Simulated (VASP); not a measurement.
Si2W:

```xyz
3
Lattice="-1.6069 1.6069 3.9150 1.6069 -1.6069 3.9150 1.6069 1.6069 -3.9150" Properties=species:S:1:pos:R:3 pbc="T T T"
W     0.0000    0.0000    0.0000
Si    0.0000    0.0000    5.2092
Si    0.0000    0.0000    2.6207
```

| Quantity | Value |
| --- | --- |
| Program | VASP 6.6.1 |
| Task | relaxation of cell and atoms |
| Functional | LDA |
| Potentials or basis | VASP PAW LDA potentials, release 64 (W_sv, Si) |
| Cutoff | 600 eV |
| k mesh | 12 × 12 × 12 |
| Occupations | fermi-dirac, width 0.05 eV |
| Spin | no spin polarisation |

At the start: pressure -5.0 GPa; volume 13.48 Å³/atom.

Question: How do energy, volume and symmetry change on relaxing?

Answer: Over 8 steps the energy falls by 4.6 meV/atom and the volume is 13.19 Å³/atom (-2.1 %); space group I4/mmm (No. 139, to 0.1 Å) before and after.

Step by step:
```tsv
step	energy change (eV)	largest force (eV/Å)	pressure (GPa)	volume (Å³)
1	0.0000	0.0386	-5.02	40.44
2	0.0367	0.1791	10.63	38.01
3	-0.0137	0.0308	-0.07	39.59
4	-0.0137	0.0325	-0.01	39.57
5	-0.0138	0.0040	0.03	39.56
6	-0.0138	0.0113	0.03	39.56
7	-0.0138	0.0118	0.02	39.56
8	-0.0138	0.0001	-0.03	39.57
```

Final structure:
```
W Si
1.0
    -1.59452    1.59452    3.89075
     1.59452   -1.59452    3.89075
     1.59452    1.59452   -3.89075
W Si
1 2
Direct
  0.00000 0.00000 0.00000
  0.66541 0.66541 0.00000
  0.33459 0.33459 0.00000
```
